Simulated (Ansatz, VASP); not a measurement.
## Two plane-wave programs on AlN

INCAR

```
PREC = Accurate
ENCUT = 520
EDIFF = 1E-6
ISMEAR = 0
SIGMA = 0.1
LREAL = F
LASPH = T
NELM = 150
ALGO = Normal
ISIF = 2
LWAVE = F
LCHARG = T
ISPIN = 2
MAGMOM = 0 0 1 1
LORBIT = 11
GGA = PE
LELF = T
LVHAR = T
NBANDS = 20
```

The input KPOINTS:

```
regular mesh
0
Gamma
  8 8 8
```

The input POSCAR:

```
AlN
1.0
   -1.3089251800      1.4058367800      4.9528860800
    1.3089251800     -1.4058367800      4.9528860800
    1.3089251800      1.4058367800     -4.9528860800
Al N
2 2
Direct
    0.4386600000      0.4386600000      0.0000000000
    0.1882499900      0.1882499900      0.0000000000
    0.0613400000      0.5613400000      0.5000000000
    0.3117500100      0.8117500100      0.5000000000
```

Input for Ansatz:

```yaml
crystal:
  lattice:
    - [-1.30892518, 1.40583678, 4.95288608]
    - [1.30892518, -1.40583678, 4.95288608]
    - [1.30892518, 1.40583678, -4.95288608]
  atoms:
    - { symbol: Al, position: [0.43866, 0.43866, 0.0] }
    - { symbol: Al, position: [0.18824999, 0.18824999, 0.0] }
    - { symbol: "N", position: [0.06134, 0.56134, 0.5], spin: 1.0 }
    - { symbol: "N", position: [0.31175001, 0.81175001, 0.5], spin: 1.0 }
basis:
  ecutwfc: 420
kpoints:
  mp_grid: { grid: [8, 8, 8] }
hamiltonian:
  xc: pbe
scf:
  occupations: { method: gaussian, width: 0.1 }
  lower_state_search: "off"
output:
  forces: true
  stress: true
  eigenvalues: true
  populations: true
magnetization:
  spin_polarized: true
```

Alike in both runs: task single point; functional PBE; k mesh 8 × 8 × 8; occupations gaussian, width 0.1 eV; collinear spin.

```csv
,VASP,Ansatz
version,VASP 6.6.1,Ansatz 0.2.0
potentials or method,"VASP PAW PBE potentials, release 64 (Al, N), cutoff 520 eV","scalar-relativistic, plane waves, PAW"
valence electrons in the cell,16,16
```

```tsv
	VASP	Ansatz	Ansatz less VASP
gap on the k mesh at the Fermi level (eV)	none	none	-
rms of the force components (eV/Å)	1.112	1.104	-0.0079
net moment per atom (μB)	0.00	0.00	0.000
```

Atom by atom the forces differ by 0.011 eV/Å (rms over components). A gap of «none» marks a metal or a gap that the smearing closes. Ansatz's warnings: seeded moment not kept.

The k mesh is coarse, so the values compare programs but aren't converged.
